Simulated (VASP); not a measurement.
# HgTe (rocksalt type) (Fm-3m) in VASP: notebook

Runs on HgTe (rocksalt type). Level: PBE. Tasks: relaxation of cell and atoms.

Everything below comes from runs of VASP 6.6.1. Logs are shortened: lines on timing, memory, paths and dates and some standing lists are left out, and cuts for length are marked.

## 1. The cell of the first run

It takes space group Fm-3m (No. 225, cubic). Conventional cell: a = 5.844 Å, b = 5.844 Å, c = 5.844 Å, α = 90.00°, β = 90.00°, γ = 90.00°. Within 3.8 Å of Hg (site symmetry m-3m) lie 6 Te at 2.92 Å. Te (site symmetry m-3m) has 6 Hg at 2.92 Å within 3.8 Å.

## 2. Relaxation of cell and atoms, PBE, target pressure 10 GPa, at which the enthalpy is minimised

The input, INCAR:

```
SYSTEM = HgTe
ALGO = Normal ; EDIFF = 1E-6
EDIFFG = -0.005 ; ENCUT = 600
GGA = PE ; IBRION = 2
ISIF = 3 ; ISMEAR = -1
LASPH = .TRUE. ; LCHARG = .FALSE.
LREAL = .FALSE. ; LWAVE = .FALSE.
NELM = 100 ; NSW = 60
PREC = Accurate ; PSTRESS = 100.0
SIGMA = 0.05
```

The input, KPOINTS:

```
k-points
0
G
  12 12 12
  0 0 0
```

The input, POSCAR:

```
HgTe
1.0
    0.0000000000      2.9220750868      2.9220750868
    2.9220750868      0.0000000000      2.9220750868
    2.9220750868      2.9220750868      0.0000000000
Hg Te
1 1
Direct
    0.0000000000      0.0000000000      0.0000000000
    0.5000000000      0.5000000000      0.5000000000
```

Potentials or basis: VASP PAW PBE potentials, release 64 (Hg, Te).

The run is started by

```
$ cat potpaw_PBE.64/Hg/POTCAR potpaw_PBE.64/Te/POTCAR > POTCAR
$ mpirun -np 1 vasp_std > vasp.out
```

OUTCAR:

```text
SYSTEM = HgTe
   EDIFF = 1E-6
   EDIFFG = -0.005
   ENCUT = 600
   GGA = PE
   IBRION = 2
   ISIF = 3
   ISMEAR = -1
   LASPH = .TRUE.
   LREAL = .FALSE.
   NELM = 100
   NSW = 60
   PREC = Accurate
   PSTRESS = 100.0

 ion  position               nearest neighbor table
   1  0.000  0.000  0.000-   2 2.92   2 2.92   2 2.92   2 2.92   2 2.92   2 2.92
   2  0.500  0.500  0.500-   1 2.92   1 2.92   1 2.92   1 2.92   1 2.92   1 2.92

  LATTYP: Found a face centered cubic cell.
 ALAT       =     5.8441501736

  Lattice vectors:

 A1 = (   0.0000000000,   2.9220750868,   2.9220750868)
 A2 = (   2.9220750868,   0.0000000000,   2.9220750868)
 A3 = (   2.9220750868,   2.9220750868,   0.0000000000)

Analysis of symmetry for initial positions (statically):
=====================================================================
 Subroutine PRICEL returns:
 Original cell was already a primitive cell.

 Routine SETGRP: Setting up the symmetry group for a
 face centered cubic supercell.

 Subroutine GETGRP returns: Found 48 space group operations
 (whereof 48 operations were pure point group operations)
 out of a pool of 48 trial point group operations.

The static configuration has the point symmetry O_h .

Analysis of symmetry for dynamics (positions and initial velocities):
=====================================================================
 Subroutine PRICEL returns:
 Original cell was already a primitive cell.

 Routine SETGRP: Setting up the symmetry group for a
 face centered cubic supercell.

 Subroutine GETGRP returns: Found 48 space group operations
 (whereof 48 operations were pure point group operations)
 out of a pool of 48 trial point group operations.

The dynamic configuration has the point symmetry O_h .

 Subroutine INISYM returns: Found 48 space group operations
 (whereof 48 operations are pure point group operations),
 and found     1 'primitive' translations

----------------------------------------------------------------------------------------

                                     Primitive cell

  volume of cell :      49.9004

  direct lattice vectors                    reciprocal lattice vectors
     0.000000000  2.922075087  2.922075087    -0.171111277  0.171111277  0.171111277
     2.922075087  0.000000000  2.922075087     0.171111277 -0.171111277  0.171111277
     2.922075087  2.922075087  0.000000000     0.171111277  0.171111277 -0.171111277

  length of vectors
     4.132438218  4.132438218  4.132438218     0.296373426  0.296373426  0.296373426

  position of ions in fractional coordinates (direct lattice)
     0.000000000  0.000000000  0.000000000
     0.500000000  0.500000000  0.500000000

  ion indices of the primitive-cell ions
   primitive index   ion index
                 1           1
                 2           2

----------------------------------------------------------------------------------------

 KPOINTS: k-points

Automatic generation of k-mesh.
 Grid dimensions read from file:
 generate k-points for:   12   12   12

 Generating k-lattice:

  Cartesian coordinates                     Fractional coordinates (reciprocal lattice)
    -0.014259273  0.014259273  0.014259273     0.083333333  0.000000000  0.000000000
     0.014259273 -0.014259273  0.014259273     0.000000000  0.083333333  0.000000000
     0.014259273  0.014259273 -0.014259273     0.000000000  0.000000000  0.083333333

  Length of vectors
     0.024697785  0.024697785  0.024697785

  Shift w.r.t. Gamma in fractional coordinates (k-lattice)
     0.000000000  0.000000000  0.000000000

 Subroutine IBZKPT returns following result:
 ===========================================

 Found     72 irreducible k-points:

 Following reciprocal coordinates:
            Coordinates               Weight
  0.000000  0.000000  0.000000      1.000000
  0.083333  0.000000  0.000000      8.000000
  0.166667  0.000000  0.000000      8.000000
  0.250000  0.000000  0.000000      8.000000
  0.333333  0.000000  0.000000      8.000000
  0.416667  0.000000  0.000000      8.000000
[... 16 lines left out ...]
  0.500000  0.166667  0.000000     24.000000
 -0.416667  0.166667  0.000000     24.000000
 [... further k-points ...]
   k-points           NKPTS =     72   k-points in BZ     NKDIM =     72   number of bands    NBANDS=     13
   number of dos      NEDOS =    301   number of ions     NIONS =      2
   total plane-waves  NPLWV =  46656
   dimension x,y,z NGX =    36 NGY =   36 NGZ =   36
   dimension x,y,z NGXF=    72 NGYF=   72 NGZF=   72
   ions per type =               1   1
   NGX,Y,Z   is equivalent  to a cutoff of  14.48, 14.48, 14.48 a.u.
   NGXF,Y,Z  is equivalent  to a cutoff of  28.97, 28.97, 28.97 a.u.
 SYSTEM =  HgTe
   PREC   = accura    normal or accurate (medium, high low for compatibility)
   ISTART =      0    job   : 0-new  1-cont  2-samecut
   ICHARG =      2    charge: 1-file 2-atom 10-const
   ISPIN  =      1    spin polarized calculation?
   LNONCOLLINEAR =      F non collinear calculations
   LSORBIT =      F    spin-orbit coupling
   LASPH  =      T    aspherical Exc in radial PAW
   ENCUT  =  600.0 eV  44.10 Ry    6.64 a.u.   8.25  8.25  8.25*2*pi/ulx,y,z
   NELM   =    100;   NELMIN=  2; NELMDL= -5     # of ELM steps
   EDIFF  = 0.1E-05   stopping-criterion for ELM
   LREAL  =      F    real-space projection
   EDIFFG = -.5E-02   stopping-criterion for IOM
   NSW    =     60    number of steps for IOM
   IBRION =      2    ionic relax: 0-MD 1-quasi-New 2-CG
   NFREE  =      1    steps in history (QN), initial steepest desc. (CG)
   ISIF   =      3    stress and relaxation
   ISYM   =      2    0-nonsym 1-usesym 2-fastsym
   POTIM  = 0.5000    time-step for ionic-motion
   TEBEG  =    0.0;   TEEND  =   0.0 temperature during run
   PSTRESS=  100.0 pullay stress
   NELECT =      18.0000    total number of electrons
   NUPDOWN=      -1.0000    fix difference up-down
   EMIN   =  10.00;   EMAX   =-10.00  energy-range for DOS
   EFERMI =   0.00;   METHOD = LEGACY
   ISMEAR =    -1;   SIGMA  =   0.05  broadening in eV -4-tet -1-fermi 0-gaus
   EFERMI_NEDOS =   21; number of points for ismear=-14 and -15
   IALGO  =     38    algorithm
   IMIX   =      4    mixing-type and parameters
     AMIX     =   0.40;   BMIX     =  1.00
     AMIX_MAG =   1.60;   BMIX_MAG =  1.00
  volume/ion in A,a.u.               =      24.95       168.37
  Fermi-wavevector in a.u.,A,eV,Ry     =   1.165371  2.202232 18.477938  1.358090
  Thomas-Fermi vector in A             =   2.301898
   LORBIT       =      0    0 simple, 1 ext, 2 COOP (PROOUT), +10 PAW based schemes
   GGA     = PE    functional components
   LHFCALC =     F    Hartree Fock is set to
   AEXX    =    0.0000 exact exchange contribution
   IVDW    =     0    specifies the selected vdW correction
   LEPSILON=     F    determine dielectric tensor
   LRPA    =     F    only Hartree local field effects (RPA)
 conjugate gradient relaxation of ions
 non-spin polarized calculation
  energy-cutoff  :      600.00
  volume of cell :       49.90
 maximum number of plane-waves:      1687
 NGX is ok and might be reduce to    36
   NGX = 17   NGY = 17   NGZ = 17

--------------------------------------- Ionic step        1  -------------------------------------------

 number of electron      18.0000000 magnetization

 Free energy of the ion-electron system (eV)
  ---------------------------------------------------
  ext. energy  EPLUGINS =         0.00000000
  ---------------------------------------------------
  free energy    TOTEN  =        -3.11350005 eV

  energy without entropy =       -3.10400782  energy(sigma->0) =       -3.10875394

------------------------ aborting loop because EDIFF is reached ----------------------------------------

  FORCE on cell =-STRESS in cart. coord.  units (eV):
  Direction    XX          YY          ZZ          XY          YZ          ZX
  --------------------------------------------------------------------------------------
  -------------------------------------------------------------------------------------
  Total        3.3187008      3.3187008      3.3187008      0.0000000      0.0000000     -0.0000000
  in kB      106.5551798    106.5551798    106.5551798      0.0000000      0.0000000     -0.0000000
  external PRESSURE =       6.5551798 kB  Pullay stress =     100.0000000 kB

 VOLUME and BASIS-vectors are now :
 -----------------------------------------------------------------------------
  energy-cutoff  :      600.00
  volume of cell :       49.90
      direct lattice vectors                 reciprocal lattice vectors
     0.000000000  2.922075087  2.922075087    -0.171111277  0.171111277  0.171111277
     2.922075087  0.000000000  2.922075087     0.171111277 -0.171111277  0.171111277
     2.922075087  2.922075087  0.000000000     0.171111277  0.171111277 -0.171111277
[... 46 lines left out ...]
  FREE ENERGIE OF THE ION-ELECTRON SYSTEM (eV)
  ---------------------------------------------------
  free  energy   TOTEN  =        -3.1595178455 eV

  energy  without entropy=       -3.1500841315  energy(sigma->0) =       -3.15480099

  enthalpy is  TOTEN    =         0.0012608102 eV   P V=        3.1607786557

--------------------------------------- Ionic step        3  -------------------------------------------

 number of electron      17.9999999 magnetization

 Free energy of the ion-electron system (eV)
  ---------------------------------------------------
  ext. energy  EPLUGINS =         0.00000000
  ---------------------------------------------------
  free energy    TOTEN  =        -3.13557398 eV

  energy without entropy =       -3.12610769  energy(sigma->0) =       -3.13084084

 E-fermi :   5.8278     XC(G=0): -10.4681

 val. band max:        5.8266684431   @ k =   0.4167   0.2500   0.0000
 cond. band min:       5.8667366467   @ k =   0.3333   0.0000   0.0000
 fundamental gap:      0.0400682036
 Fermi energy:         5.8277608806

 k-point     1 :       0.0000    0.0000    0.0000
  band No.  band energies     occupation
      1      -7.1178      2.00000
      2      -1.3721      2.00000
      3      -1.3721      2.00000
      4      -1.3088      2.00000
      5      -1.3088      2.00000
      6      -1.3088      2.00000
      7       4.9588      2.00000
      8       4.9588      2.00000
      9       4.9588      2.00000
     10       5.4563      1.99881
     11      13.5599      0.00000
     12      13.5599      0.00000
     13      13.5599      0.00000

 k-point     2 :       0.0833    0.0000    0.0000
  band No.  band energies     occupation
      1      -7.0429      2.00000
      2      -1.4036      2.00000
      3      -1.4036      2.00000
      4      -1.3211      2.00000
      5      -1.2971      2.00000
      6      -1.2971      2.00000
      7       3.8296      2.00000
      8       5.0327      2.00000
      9       5.0327      2.00000
     10       6.5353      0.00000
     11      12.4976      0.00000
[... 339 lines left out ...]
 k-point    24 :      -0.4167    0.1667    0.0000
  band No.  band energies     occupation
      1      -5.5333      2.00000
      2      -1.9205      2.00000
      3      -1.7752      2.00000
      4      -1.5591      2.00000
      5      -1.0744      2.00000
      6      -1.0373      2.00000
      7      -0.0557      2.00000
      8       4.1148      2.00000
      9       5.5860      1.98424
     10       7.6997      0.00000
     11      10.1006      0.00000
     12      10.6898      0.00000
     13      12.8477      0.00000

 [... further k-points ...]

------------------------ aborting loop because EDIFF is reached ----------------------------------------

  FORCE on cell =-STRESS in cart. coord.  units (eV):
  Direction    XX          YY          ZZ          XY          YZ          ZX
  --------------------------------------------------------------------------------------
  -------------------------------------------------------------------------------------
  Total        3.1352794      3.1352794      3.1352794      0.0000000     -0.0000000      0.0000000
  in kB       99.9799891     99.9799891     99.9799891      0.0000000     -0.0000000      0.0000000
  external PRESSURE =      -0.0200109 kB  Pullay stress =     100.0000000 kB

 VOLUME and BASIS-vectors are now :
 -----------------------------------------------------------------------------
  energy-cutoff  :      600.00
  volume of cell :       50.24
      direct lattice vectors                 reciprocal lattice vectors
     0.000000000  2.928742916  2.928742916    -0.170721710  0.170721710  0.170721710
     2.928742916 -0.000000000  2.928742916     0.170721710 -0.170721710  0.170721710
     2.928742916  2.928742916  0.000000000     0.170721710  0.170721710 -0.170721710

 POSITION                                       TOTAL-FORCE (eV/Angst)
 -----------------------------------------------------------------------------------
      0.00000      0.00000      0.00000         0.000000      0.000000     -0.000000
      2.92874      2.92874      2.92874         0.000000      0.000000      0.000000
 -----------------------------------------------------------------------------------
    total drift:                               -0.000000      0.000000      0.000000

  FREE ENERGIE OF THE ION-ELECTRON SYSTEM (eV)
  ---------------------------------------------------
  free  energy   TOTEN  =        -3.1355739812 eV

  energy  without entropy=       -3.1261076896  energy(sigma->0) =       -3.13084084

  enthalpy is  TOTEN    =         0.0003329612 eV   P V=        3.1359069424

 reached required accuracy - stopping structural energy minimisation
```

Run time: 3.3 min. Hardware: 1 thread of Intel Xeon 8259CL, shared host; peak memory 0.25 GiB.

What came out:

* Free energy: -3.1356 eV
* Relaxed volume: 25.12 Å³/atom
* Relaxed cell: a = 4.142 Å, b = 4.142 Å, c = 4.142 Å, α = 60.00°, β = 60.00°, γ = 60.00°
* Space group after relaxing (to 0.1 Å): Fm-3m (No. 225)
* Energy change on relaxing (the run minimises the enthalpy): -11.0 meV/atom
* Ionic steps: 3
* Pressure after relaxing: 10.0 GPa
* Band gap on the k mesh: zero (bands 9 and 10 overlap by 3.20 eV)

The path:
```tsv
step	energy change (eV)	largest force (eV/Å)	pressure (GPa)	volume (Å³)
1	0.0000	0.0000	10.66	49.90
2	-0.0460	0.0000	9.27	50.64
3	-0.0221	0.0000	10.00	50.24
```

Final structure:
```xyz
2
Lattice="0.0000 2.9287 2.9287 2.9287 0.0000 2.9287 2.9287 2.9287 0.0000" Properties=species:S:1:pos:R:3 pbc="T T T"
Hg    0.0000    0.0000    0.0000
Te    2.9287    2.9287    2.9287
```

Caveat: the cell is relaxed towards a set pressure, so the run minimises the enthalpy, not the energy; spin-orbit coupling is left out, which moves the levels of the heavy elements.

(Part 1 of 2 ends here.)

The gap in the log of VASP goes by the Fermi energy; the results here count the filled bands.